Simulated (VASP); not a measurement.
# Pt2F3 (P-3m1) in VASP: further runs

Runs on Pt2F3. Level: PBE. Tasks: single point.

Program: VASP 6.6.1. These are calculated values, not measurements. Logs are shortened: lines on timing, memory, paths and dates and some standing lists are left out, and cuts for length are marked.

## (1) The cell of the first run

The structure is trigonal, space group P-3m1 (No. 164). Conventional cell: a = 3.852 Å, b = 3.852 Å, c = 4.651 Å, α = 90.00°, β = 90.00°, γ = 120.00°. Within 3.0 Å of Pt (site symmetry 3m) lie 8 F at 2.27 to 2.48 Å and 3 Pt at 2.57 Å. Within 3.1 Å of F (site symmetry -3m) lie 6 Pt at 2.31 Å and 6 F at 2.83 Å. Within 3.0 Å of F (site symmetry 3m) lie 5 Pt at 2.27 to 2.48 Å and 6 F at 2.51 to 2.83 Å.

## (2) Single point, PBE

INCAR reads:

```
PREC = Accurate ; ENCUT = 520
EDIFF = 1E-6 ; ISMEAR = 0
SIGMA = 0.1 ; LREAL = False
LASPH = True ; NELM = 60
ALGO = Normal ; ISIF = 2
LWAVE = False ; LCHARG = False
GGA = PE ; NBANDS = 28
```

KPOINTS reads:

```
regular mesh
0
Gamma
  6 6 4
```

POSCAR reads:

```
Pt2F3
1.0
    3.8522333466      0.0000000000      0.0000000000
   -1.9261166733      3.3361319395      0.0000000000
    0.0000000000      0.0000000000      4.6512165127
Pt F
2 3
Direct
    0.3333333333      0.6666666667      0.1380000000
    0.6666666667      0.3333333333      0.8620000000
    0.0000000000      0.0000000000      0.0000000000
    0.3333333333      0.6666666667      0.6250000000
    0.6666666667      0.3333333333      0.3750000000
```

Potentials or basis: VASP PAW PBE potentials, release 64 (Pt, F).

Started as:

```console
$ cat potpaw_PBE.64/Pt/POTCAR potpaw_PBE.64/F/POTCAR > POTCAR
$ mpirun -np 1 vasp_std > vasp.out
```

OUTCAR:

```text
PREC = Accurate
   ENCUT = 520
   EDIFF = 1E-6
   ISMEAR = 0
   LREAL = False
   LASPH = True
   NELM = 60
   ISIF = 2
   GGA = PE

 ion  position               nearest neighbor table
   1  0.333  0.667  0.138-   4 2.27   3 2.31   3 2.31   3 2.31   4 2.39   5 2.48   5 2.48   5 2.48
                             2 2.57   2 2.57   2 2.57
   2  0.667  0.333  0.862-   5 2.27   3 2.31   3 2.31   3 2.31   5 2.39   4 2.48   4 2.48   4 2.48
                             1 2.57   1 2.57   1 2.57
   3  0.000  0.000  0.000-   1 2.31   2 2.31   2 2.31   1 2.31   2 2.31   1 2.31
   4  0.333  0.667  0.625-   1 2.27   1 2.39   2 2.48   2 2.48   2 2.48
   5  0.667  0.333  0.375-   2 2.27   2 2.39   1 2.48   1 2.48   1 2.48

  LATTYP: Found a hexagonal cell.
 ALAT       =     3.8522333466
 C/A-ratio  =     1.2074077799

  Lattice vectors:

 A1 = (   3.8522333466,   0.0000000000,   0.0000000000)
 A2 = (  -1.9261166733,   3.3361319395,   0.0000000000)
 A3 = (   0.0000000000,   0.0000000000,   4.6512165127)

Analysis of symmetry for initial positions (statically):
=====================================================================
 Subroutine PRICEL returns:
 Original cell was already a primitive cell.

 Routine SETGRP: Setting up the symmetry group for a
 hexagonal supercell.

 Subroutine GETGRP returns: Found 12 space group operations
 (whereof 12 operations were pure point group operations)
 out of a pool of 24 trial point group operations.

The static configuration has the point symmetry D_3d.

Analysis of symmetry for dynamics (positions and initial velocities):
=====================================================================
 Subroutine PRICEL returns:
 Original cell was already a primitive cell.

 Routine SETGRP: Setting up the symmetry group for a
 hexagonal supercell.

 Subroutine GETGRP returns: Found 12 space group operations
 (whereof 12 operations were pure point group operations)
 out of a pool of 24 trial point group operations.

The dynamic configuration has the point symmetry D_3d.

 Subroutine INISYM returns: Found 12 space group operations
 (whereof 12 operations are pure point group operations),
 and found     1 'primitive' translations

----------------------------------------------------------------------------------------

                                     Primitive cell

  volume of cell :      59.7754

  direct lattice vectors                    reciprocal lattice vectors
     3.852233347  0.000000000  0.000000000     0.259589674  0.149874168  0.000000000
    -1.926116673  3.336131939  0.000000000     0.000000000  0.299748337  0.000000000
     0.000000000  0.000000000  4.651216513     0.000000000  0.000000000  0.214997517

  length of vectors
     3.852233347  3.852233347  4.651216513     0.299748337  0.299748337  0.214997517

  position of ions in fractional coordinates (direct lattice)
     0.333333333  0.666666667  0.138000000
     0.666666667  0.333333333  0.862000000
     0.000000000  0.000000000  0.000000000
     0.333333333  0.666666667  0.625000000
     0.666666667  0.333333333  0.375000000

  ion indices of the primitive-cell ions
   primitive index   ion index
                 1           1
                 2           2
                 3           3
                 4           4
                 5           5

----------------------------------------------------------------------------------------

 KPOINTS: regular mesh

Automatic generation of k-mesh.
 Grid dimensions read from file:
 generate k-points for:    6    6    4

 Generating k-lattice:

  Cartesian coordinates                     Fractional coordinates (reciprocal lattice)
     0.043264946  0.024979028  0.000000000     0.166666667 -0.000000000  0.000000000
     0.000000000  0.049958056  0.000000000     0.000000000  0.166666667  0.000000000
     0.000000000  0.000000000  0.053749379     0.000000000  0.000000000  0.250000000

  Length of vectors
     0.049958056  0.049958056  0.053749379

  Shift w.r.t. Gamma in fractional coordinates (k-lattice)
     0.000000000  0.000000000  0.000000000

 Subroutine IBZKPT returns following result:
 ===========================================

 Found     24 irreducible k-points:

 Following reciprocal coordinates:
            Coordinates               Weight
  0.000000  0.000000  0.000000      1.000000
  0.166667 -0.000000  0.000000      6.000000
  0.333333  0.000000  0.000000      6.000000
  0.500000 -0.000000  0.000000      3.000000
  0.166667  0.166667  0.000000      6.000000
  0.333333  0.166667  0.000000     12.000000
[... 16 lines left out ...]
  0.333333  0.166667  0.500000     12.000000
  0.333333  0.333333  0.500000      2.000000
   k-points           NKPTS =     24   k-points in BZ     NKDIM =     24   number of bands    NBANDS=     28
   number of dos      NEDOS =    301   number of ions     NIONS =      5
   total plane-waves  NPLWV =  32400
   dimension x,y,z NGX =    30 NGY =   30 NGZ =   36
   dimension x,y,z NGXF=    60 NGYF=   60 NGZF=   72
   ions per type =               2   3
   NGX,Y,Z   is equivalent  to a cutoff of  12.95, 12.95, 12.87 a.u.
   NGXF,Y,Z  is equivalent  to a cutoff of  25.89, 25.89, 25.73 a.u.
 SYSTEM =  unknown system
   PREC   = accura    normal or accurate (medium, high low for compatibility)
   ISTART =      0    job   : 0-new  1-cont  2-samecut
   ICHARG =      2    charge: 1-file 2-atom 10-const
   ISPIN  =      1    spin polarized calculation?
   LNONCOLLINEAR =      F non collinear calculations
   LSORBIT =      F    spin-orbit coupling
   LASPH  =      T    aspherical Exc in radial PAW
   ENCUT  =  520.0 eV  38.22 Ry    6.18 a.u.   7.16  7.16  8.65*2*pi/ulx,y,z
   NELM   =     60;   NELMIN=  2; NELMDL= -5     # of ELM steps
   EDIFF  = 0.1E-05   stopping-criterion for ELM
   LREAL  =      F    real-space projection
   EDIFFG = 0.1E-04   stopping-criterion for IOM
   NSW    =      0    number of steps for IOM
   IBRION =     -1    ionic relax: 0-MD 1-quasi-New 2-CG
   NFREE  =      0    steps in history (QN), initial steepest desc. (CG)
   ISIF   =      2    stress and relaxation
   ISYM   =      2    0-nonsym 1-usesym 2-fastsym
   POTIM  = 0.5000    time-step for ionic-motion
   TEBEG  =    0.0;   TEEND  =   0.0 temperature during run
   PSTRESS=    0.0 pullay stress
   NELECT =      41.0000    total number of electrons
   NUPDOWN=      -1.0000    fix difference up-down
   EMIN   =  10.00;   EMAX   =-10.00  energy-range for DOS
   EFERMI =   0.00;   METHOD = LEGACY
   ISMEAR =     0;   SIGMA  =   0.10  broadening in eV -4-tet -1-fermi 0-gaus
   EFERMI_NEDOS =   21; number of points for ismear=-14 and -15
   IALGO  =     38    algorithm
   IMIX   =      4    mixing-type and parameters
     AMIX     =   0.40;   BMIX     =  1.00
     AMIX_MAG =   1.60;   BMIX_MAG =  1.00
  volume/ion in A,a.u.               =      11.96        80.68
  Fermi-wavevector in a.u.,A,eV,Ry     =   1.443761  2.728313 28.360610  2.084446
  Thomas-Fermi vector in A             =   2.562132
   LORBIT       =      0    0 simple, 1 ext, 2 COOP (PROOUT), +10 PAW based schemes
   GGA     = PE    functional components
   LHFCALC =     F    Hartree Fock is set to
   AEXX    =    0.0000 exact exchange contribution
   IVDW    =     0    specifies the selected vdW correction
   LEPSILON=     F    determine dielectric tensor
   LRPA    =     F    only Hartree local field effects (RPA)
 non-spin polarized calculation
 Gauss-broadening in eV      SIGMA  =   0.10
  energy-cutoff  :      520.00
  volume of cell :       59.78
 maximum number of plane-waves:      1638
 NGX is ok and might be reduce to    30
   NGX = 15   NGY = 15   NGZ = 17

 number of electron      40.9999988 magnetization

 Free energy of the ion-electron system (eV)
  ---------------------------------------------------
  ext. energy  EPLUGINS =         0.00000000
  ---------------------------------------------------
  free energy    TOTEN  =       -16.94699909 eV

  energy without entropy =      -16.89067962  energy(sigma->0) =      -16.91883935

 E-fermi :   5.9430     XC(G=0): -11.6408

 val. band max:        5.9396133042   @ k =   0.1667   0.1667   0.2500
 cond. band min:       5.9432073174   @ k =   0.5000  -0.0000   0.2500
 fundamental gap:      0.0035940132
 Fermi energy:         5.9430164771

 k-point     1 :       0.0000    0.0000    0.0000
  band No.  band energies     occupation
      1     -18.6447      2.00000
      2     -17.4316      2.00000
      3     -16.7100      2.00000
      4      -2.0432      2.00000
      5      -2.0432      2.00000
      6      -0.7603      2.00000
[... 20 lines left out ...]
     27      16.7403      0.00000
     28      20.6467      0.00000

 k-point     2 :       0.1667   -0.0000    0.0000
  band No.  band energies     occupation
      1     -18.6017      2.00000
      2     -17.4076      2.00000
      3     -16.7532      2.00000
      4      -2.0776      2.00000
      5      -1.8641      2.00000
      6      -0.7740      2.00000
[... 20 lines left out ...]
     27      16.7429      0.00000
     28      19.2492      0.00000

 k-point     3 :       0.3333    0.0000    0.0000
  band No.  band energies     occupation
      1     -18.5229      2.00000
      2     -17.3231      2.00000
      3     -16.8687      2.00000
      4      -2.1586      2.00000
      5      -1.4552      2.00000
      6      -0.5624      2.00000
[... 20 lines left out ...]
     27      16.7424      0.00000
     28      17.8197      0.00000

 k-point     4 :       0.5000   -0.0000    0.0000
  band No.  band energies     occupation
      1     -18.4877      2.00000
      2     -17.2390      2.00000
      3     -16.9632      2.00000
      4      -2.2259      2.00000
      5      -1.2155      2.00000
      6      -0.2426      2.00000
[... 578 lines left out ...]
     27      17.0382      0.00000
     28      18.4137      0.00000

 k-point    23 :       0.3333    0.1667    0.5000
  band No.  band energies     occupation
      1     -18.4865      2.00000
      2     -17.1633      2.00000
      3     -16.9103      2.00000
      4      -2.4941      2.00000
      5      -1.5802      2.00000
      6      -1.0649      2.00000
[... 20 lines left out ...]
     27      15.7241      0.00000
     28      17.3488      0.00000

 k-point    24 :       0.3333    0.3333    0.5000
  band No.  band energies     occupation
      1     -18.4755      2.00000
      2     -17.0352      2.00000
      3     -17.0352      2.00000
      4      -2.0883      2.00000
      5      -2.0883      2.00000
      6      -0.9186      2.00000
[... 20 lines left out ...]
     27      14.9754      0.00000
     28      15.9482      0.00000

------------------------ aborting loop because EDIFF is reached ----------------------------------------

  FORCE on cell =-STRESS in cart. coord.  units (eV):
  Direction    XX          YY          ZZ          XY          YZ          ZX
  --------------------------------------------------------------------------------------
  -------------------------------------------------------------------------------------
  Total       13.4625070     13.4625070      4.3388128     -0.0000000      0.0000000      0.0000000
  in kB      360.8395761    360.8395761    116.2944880     -0.0000000      0.0000000      0.0000000
  external PRESSURE =     279.3245468 kB  Pullay stress =       0.0000000 kB

 VOLUME and BASIS-vectors are now :
 -----------------------------------------------------------------------------
  energy-cutoff  :      520.00
  volume of cell :       59.78
      direct lattice vectors                 reciprocal lattice vectors
     3.852233347  0.000000000  0.000000000     0.259589674  0.149874168  0.000000000
    -1.926116673  3.336131939  0.000000000     0.000000000  0.299748337  0.000000000
     0.000000000  0.000000000  4.651216513     0.000000000  0.000000000  0.214997517

 POSITION                                       TOTAL-FORCE (eV/Angst)
 -----------------------------------------------------------------------------------
     -0.00000      2.22409      0.64187         0.000000     -0.000000      0.571029
      1.92612      1.11204      4.00935         0.000000      0.000000     -0.571029
      0.00000      0.00000      0.00000         0.000000      0.000000      0.000000
     -0.00000      2.22409      2.90701        -0.000000      0.000000     -1.210864
      1.92612      1.11204      1.74421         0.000000      0.000000      1.210864
 -----------------------------------------------------------------------------------
    total drift:                               -0.000000      0.000000     -0.000000

  FREE ENERGIE OF THE ION-ELECTRON SYSTEM (eV)
  ---------------------------------------------------
  free  energy   TOTEN  =       -16.9469990898 eV

  energy  without entropy=      -16.8906796153  energy(sigma->0) =      -16.91883935
```

It took 23 s on 1 thread of Intel Xeon 6975P-C (Granite Rapids), shared host; peak memory 0.19 GiB.

What came out:

```yaml
Free_energy: -16.9470 eV
Pressure: 27.9 GPa
Largest_force: 1.211 eV/Å
```

Forces in eV/Å, atoms in the order of the input:
```
Pt   0.000  0.000  0.571
Pt   0.000  0.000 -0.571
F    0.000  0.000  0.000
F    0.000  0.000 -1.211
F    0.000  0.000  1.211
```

Levels at points of the mesh, in eV from the Fermi level:
| k point | band 18 | band 19 | band 20 | band 21 | band 22 | band 23 |
| --- | --- | --- | --- | --- | --- | --- |
| (0.00, 0.00, 0.00) | -1.09 | -0.52 | -0.02 | -0.02 | 0.34 | 0.34 |
| (0.50, 0.00, 0.00) | -1.61 | -1.31 | -0.36 | -0.18 | 0.01 | 3.55 |
| (0.00, 0.00, 0.50) | -0.35 | -0.35 | 0.05 | 0.18 | 0.18 | 2.10 |
| (0.50, 0.00, 0.50) | -0.54 | -0.29 | -0.04 | 0.06 | 0.33 | 4.39 |

Caveat: spin-orbit coupling is left out, which moves the levels of the heavy elements; an odd number of electrons without spin polarisation forces a metal; a magnetic or distorted state may lie lower.

## (3) Single point, PBE, collinear spin, ferromagnetic start

This run uses another cell than the first one, of 15.20 Å³/atom, 1.271 times its volume.

INCAR reads:

```
PREC = Accurate ; ENCUT = 520
EDIFF = 1E-7 ; ISMEAR = 0
SIGMA = 0.1 ; LREAL = False
LASPH = True ; NELM = 150
ALGO = Normal ; ISIF = 2
LWAVE = False ; LCHARG = False
ISPIN = 2 ; MAGMOM = 1 1 0.18 0.22 0.22
LORBIT = 11 ; LMAXMIX = 4
GGA = PE ; NBANDS = 32
```

KPOINTS reads:

```
Automatic mesh
0
Gamma
  6 6 4
```

POSCAR reads:

```
Pt2F3
1.0
    3.7014014142      0.0000000000      0.0000000000
   -1.8507007071      3.2055076544      0.0000000000
    0.0000000000      0.0000000000      6.4039739527
Pt F
2 3
Direct
    0.3333333333      0.6666666667      0.1839234136
    0.6666666667      0.3333333333      0.8160765864
    0.0000000000      0.0000000000      0.0000000000
    0.3333333333      0.6666666667      0.6810232165
    0.6666666667      0.3333333333      0.3189767835
```

Potentials or basis: VASP PAW PBE potentials, release 64 (Pt, F).

Started as:

```console
$ cat potpaw_PBE.64/Pt/POTCAR potpaw_PBE.64/F/POTCAR > POTCAR
$ mpirun -np 1 vasp_std > vasp.out
```

Run time: 58 s. Hardware: 1 thread of Intel Xeon 6975P-C (Granite Rapids), shared host; peak memory 0.26 GiB.

It converged, with:

```yaml
Free_energy: -17.9590 eV
Pressure: -0.3 GPa
Largest_force: 0.010 eV/Å
Band_gap_on_the_k_mesh: zero (filled and empty bands overlap)
Net_moment: 2.97 μB per cell
Site_moments: Pt +1.20; F +0.15, +0.17 μB
Valence_electrons_inside_the_program's_atomic_spheres: Pt 8.59; F 6.00, 5.99
```

Forces in eV/Å, atoms in the order of the input:
```
Pt   0.000  0.000 -0.009
Pt   0.000  0.000  0.009
F    0.000  0.000  0.000
F    0.000  0.000  0.010
F    0.000  0.000 -0.010
```

Stress tensor (GPa, compression positive):
```
-0.38  0.00  0.00
 0.00 -0.38  0.00
 0.00  0.00 -0.10
```

Levels at points of the mesh, in eV from the Fermi level:
Spin up:
```tsv
k point	band 20	band 21	band 22	band 23	band 24	band 25
(0.00, 0.00, 0.00)	-0.69	-0.55	-0.02	-0.02	3.02	4.80
(0.50, 0.00, 0.00)	-0.78	-0.74	-0.28	3.25	3.50	6.43
(0.00, 0.00, 0.50)	-0.69	-0.18	0.00	0.00	1.60	6.37
(0.50, 0.00, 0.50)	-0.91	-0.71	-0.29	3.45	3.50	5.55
```
Spin down:
```tsv
k point	band 15	band 16	band 17	band 18	band 19	band 20	band 21	band 22	band 23	band 24
(0.00, 0.00, 0.00)	-1.82	-0.72	-0.72	-0.67	-0.06	0.45	0.45	1.09	1.09	3.37
(0.50, 0.00, 0.00)	-1.42	-0.96	-0.69	-0.68	-0.44	0.24	0.36	0.86	3.68	3.99
(0.00, 0.00, 0.50)	-1.40	-0.76	-0.76	-0.32	0.24	0.44	0.44	1.13	1.13	1.87
(0.50, 0.00, 0.50)	-1.28	-0.79	-0.71	-0.66	-0.55	0.28	0.39	0.85	3.86	4.01
```

Caveat: spin-orbit coupling is left out, which moves the levels of the heavy elements.
